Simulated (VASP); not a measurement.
# Sr2O5 (cubic X2O5 type) (Pn-3m) in VASP: a series of runs, part 2 of 2

VASP 6.6.1.

### 4 Single point, PBE

This run uses another cell than the first one, of 13.13 Å³/atom.

INCAR reads:

```
  PREC = Accurate
  ENCUT = 520
  EDIFF = 1E-7
  ISMEAR = -1
  SIGMA = 0.06122561905347299
  LREAL = F
  LASPH = T
  NELM = 60
  ALGO = Normal
  ISIF = 2
  LWAVE = F
  LCHARG = F
  GGA = PE
  NBANDS = 63
```

KPOINTS reads:

```
Automatic mesh
0
Gamma
  7 7 7
```

POSCAR reads:

```
Sr2O5
1.0
    5.6859456777      0.0000000000      0.0000000000
    0.0000000000      5.6859456777      0.0000000000
    0.0000000000      0.0000000000      5.6859456777
Sr O
4 10
Direct
    0.0000000000      0.0000000000      0.0000000000
    0.5000000000      0.5000000000      0.0000000000
    0.5000000000      0.0000000000      0.5000000000
    0.0000000000      0.5000000000      0.5000000000
    0.5000000000      0.0000000000      0.0000000000
    0.0000000000      0.5000000000      0.0000000000
    0.0000000000      0.0000000000      0.5000000000
    0.5000000000      0.5000000000      0.5000000000
    0.7500000000      0.7500000000      0.2500000000
    0.7500000000      0.2500000000      0.7500000000
    0.2500000000      0.7500000000      0.7500000000
    0.7500000000      0.2500000000      0.2500000000
    0.2500000000      0.7500000000      0.2500000000
    0.2500000000      0.2500000000      0.7500000000
```

Potentials or basis: VASP PAW PBE potentials, release 64 (Sr_sv, O).

The run is started by

```sh
$ cat potpaw_PBE.64/Sr_sv/POTCAR potpaw_PBE.64/O/POTCAR > POTCAR
$ mpirun -np 1 vasp_std > vasp.out
```

OUTCAR:

```text
PREC = Accurate
   ENCUT = 520
   EDIFF = 1E-7
   ISMEAR = -1
   LREAL = F
   LASPH = T
   NELM = 60
   ISIF = 2
   GGA = PE

 ion  position               nearest neighbor table
   1  0.000  0.000  0.000-   9 2.46  10 2.46  11 2.46  12 2.46  13 2.46  14 2.46   5 2.84   6 2.84
                             7 2.84   7 2.84   6 2.84   5 2.84   3 4.02   4 4.02   2 4.02   2 4.02
   2  0.500  0.500  0.000-   9 2.46  10 2.46  11 2.46  12 2.46  13 2.46  14 2.46   5 2.84   6 2.84
                             8 2.84   8 2.84   5 2.84   6 2.84   3 4.02   4 4.02   1 4.02   1 4.02
   3  0.500  0.000  0.500-   9 2.46  10 2.46  11 2.46  12 2.46  13 2.46  14 2.46   5 2.84   7 2.84
                             8 2.84   5 2.84   8 2.84   7 2.84   1 4.02   2 4.02   1 4.02   2 4.02
   4  0.000  0.500  0.500-   9 2.46  10 2.46  11 2.46  12 2.46  13 2.46  14 2.46   6 2.84   7 2.84
                             8 2.84   6 2.84   7 2.84   8 2.84   1 4.02   2 4.02   1 4.02   1 4.02
   5  0.500  0.000  0.000-   1 2.84   2 2.84   3 2.84   3 2.84   2 2.84   1 2.84
   6  0.000  0.500  0.000-   1 2.84   2 2.84   4 2.84   4 2.84   1 2.84   2 2.84
[... 1525 lines left out ...]
  Direction    XX          YY          ZZ          XY          YZ          ZX
  --------------------------------------------------------------------------------------
  -------------------------------------------------------------------------------------
  Total        6.9147957      6.9147957      6.9147957      0.0000000      0.0000000     -0.0000000
  in kB       60.2673109     60.2673109     60.2673109      0.0000000      0.0000000     -0.0000000
  external PRESSURE =      60.2673109 kB  Pullay stress =       0.0000000 kB

 VOLUME and BASIS-vectors are now :
 -----------------------------------------------------------------------------
  energy-cutoff  :      520.00
  volume of cell :      183.83
      direct lattice vectors                 reciprocal lattice vectors
     5.685945678  0.000000000  0.000000000     0.175872239  0.000000000  0.000000000
     0.000000000  5.685945678  0.000000000     0.000000000  0.175872239  0.000000000
     0.000000000  0.000000000  5.685945678     0.000000000  0.000000000  0.175872239

 POSITION                                       TOTAL-FORCE (eV/Angst)
 -----------------------------------------------------------------------------------
      0.00000      0.00000      0.00000         0.000000      0.000000      0.000000
      2.84297      2.84297      0.00000         0.000000      0.000000      0.000000
      2.84297      0.00000      2.84297         0.000000      0.000000      0.000000
      0.00000      2.84297      2.84297         0.000000      0.000000      0.000000
      2.84297      0.00000      0.00000         0.000000      0.000000      0.000000
      0.00000      2.84297      0.00000         0.000000      0.000000      0.000000
      0.00000      0.00000      2.84297         0.000000      0.000000      0.000000
      2.84297      2.84297      2.84297         0.000000      0.000000      0.000000
      4.26446      4.26446      1.42149         0.000000      0.000000      0.000000
      4.26446      1.42149      4.26446         0.000000     -0.000000      0.000000
      1.42149      4.26446      4.26446         0.000000      0.000000      0.000000
      4.26446      1.42149      1.42149        -0.000000     -0.000000     -0.000000
      1.42149      4.26446      1.42149        -0.000000      0.000000     -0.000000
      1.42149      1.42149      4.26446        -0.000000     -0.000000     -0.000000
 -----------------------------------------------------------------------------------
    total drift:                                0.000000      0.000000     -0.000000

  FREE ENERGIE OF THE ION-ELECTRON SYSTEM (eV)
  ---------------------------------------------------
  free  energy   TOTEN  =       -65.6285249737 eV

  energy  without entropy=      -65.3239930853  energy(sigma->0) =      -65.47625903
```

OSZICAR:

```text
N       E                     dE             d eps       ncg     rms          rms(c)
DAV:   1     0.665055137315E+03    0.66506E+03   -0.55295E+04  2520   0.156E+03
DAV:   2    -0.221644074216E+02   -0.68722E+03   -0.66853E+03  3246   0.353E+02
DAV:   3    -0.683560377924E+02   -0.46192E+02   -0.45166E+02  3089   0.858E+01
DAV:   4    -0.702605647997E+02   -0.19045E+01   -0.19001E+01  3816   0.144E+01
DAV:   5    -0.703054147697E+02   -0.44850E-01   -0.44842E-01  3257   0.198E+00    0.455E+01
DAV:   6    -0.794615587359E+02   -0.91561E+01   -0.40003E+01  2832   0.326E+01    0.393E+01
DAV:   7    -0.659280914421E+02    0.13533E+02   -0.24661E+01  2850   0.220E+01    0.253E+01
DAV:   8    -0.656406259888E+02    0.28747E+00   -0.23243E+00  3160   0.689E+00    0.416E+00
DAV:   9    -0.656220458360E+02    0.18580E-01   -0.41744E-01  2789   0.278E+00    0.969E-01
DAV:  10    -0.656265760329E+02   -0.45302E-02   -0.39061E-02  3330   0.920E-01    0.723E-01
DAV:  11    -0.656271575764E+02   -0.58154E-03   -0.80551E-03  3218   0.496E-01    0.242E-01
DAV:  12    -0.656284072429E+02   -0.12497E-02   -0.26645E-03  2901   0.246E-01    0.126E-01
DAV:  13    -0.656284761461E+02   -0.68903E-04   -0.45080E-04  3043   0.956E-02    0.247E-02
DAV:  14    -0.656285238724E+02   -0.47726E-04   -0.89013E-05  2949   0.348E-02    0.276E-02
DAV:  15    -0.656285261730E+02   -0.23006E-05   -0.31519E-05  3068   0.249E-02    0.119E-02
DAV:  16    -0.656285249362E+02    0.12368E-05   -0.70209E-06  2780   0.109E-02    0.537E-03
DAV:  17    -0.656285249737E+02   -0.37446E-07   -0.50582E-07  2600   0.275E-03
   1 F= -.65628525E+02 E0= -.65476259E+02  d E =-.304532E+00
```

Wall time 7.8 min (1 thread of Oxide Virtual Turin-like, shared host); peak memory 0.32 GiB.

Results:

```yaml
Free_energy: -65.6285 eV
Pressure: 6.0 GPa
Band_gap_on_the_k_mesh: zero (bands 50 and 51 overlap by 0.19 eV)
```

Levels at points of the mesh, in eV from the Fermi level:
```tsv
k point	band 48	band 49	band 50	band 51	band 52	band 53
(0.00, 0.00, 0.00)	0.05	0.05	0.05	0.40	0.40	0.40
```

Caveat: the cell stands under pressure; semilocal functionals underestimate gaps, and a narrow one can read as zero.

### 5 Single point, PBE

This run uses another cell than the first one, of 13.41 Å³/atom.

INCAR reads:

```
PREC = Accurate ; ENCUT = 520
EDIFF = 1E-6 ; ISMEAR = -1
SIGMA = 0.06122561905347299 ; LREAL = False
LASPH = True ; NELM = 60
ALGO = Normal ; ISIF = 2
LWAVE = False ; LCHARG = True
GGA = PE ; LELF = True
LVHAR = True ; NBANDS = 63
```

KPOINTS is that of step 4.

Changes to POSCAR since step 4:

```diff
@@ -2,5 +2,5 @@
 1.0
-    5.6859456777      0.0000000000      0.0000000000
-    0.0000000000      5.6859456777      0.0000000000
-    0.0000000000      0.0000000000      5.6859456777
+    5.7259888680      0.0000000000      0.0000000000
+    0.0000000000      5.7259888680      0.0000000000
+    0.0000000000      0.0000000000      5.7259888680
 Sr O
```

The run is started by

```sh
$ cat potpaw_PBE.64/Sr_sv/POTCAR potpaw_PBE.64/O/POTCAR > POTCAR
$ mpirun -np 1 vasp_std > vasp.out
```

Wall time 8.6 min (1 thread of Oxide Virtual Turin-like, shared host); peak memory 0.38 GiB.

The run converged. Its results:

- Free energy: -65.7545 eV
- Pressure: 3.9 GPa
- Band gap on the k mesh: zero (bands 50 and 51 overlap by 0.18 eV)

Levels at points of the mesh, in eV from the Fermi level:
| k point | band 46 | band 47 | band 48 | band 49 | band 50 | band 51 | band 52 | band 53 | band 54 | band 55 |
| --- | --- | --- | --- | --- | --- | --- | --- | --- | --- | --- |
| (0.00, 0.00, 0.00) | -0.74 | -0.74 | 0.05 | 0.05 | 0.05 | 0.38 | 0.38 | 0.38 | 0.43 | 0.43 |

Caveat: the cell stands under pressure; semilocal functionals underestimate gaps, and a narrow one can read as zero.

### 6 Summary

```tsv
cell	k mesh	gap on the mesh (eV)	pressure (GPa)
a = 5.918 Å, 14 atoms	10 × 10 × 10	none	-3.7
a = 5.918 Å, 14 atoms	7 × 7 × 7	none	-3.7
a = 5.686 Å, 14 atoms	7 × 7 × 7	none	6.0
a = 5.726 Å, 14 atoms	7 × 7 × 7	none	3.9
```

Alike in all rows: task single point; level PBE; potentials or basis VASP PAW PBE potentials, release 64 (Sr_sv, O); no spin polarisation; cutoff (eV) 520; smearing fermi-dirac 0.0612256 eV.

Caveats: semilocal functionals underestimate gaps, and a narrow one can read as zero; the cell stands under tension (at least some runs); the cell stands under pressure (at least some runs).

Total energies depend on the potentials used, so only differences within one code and one set of settings carry meaning.
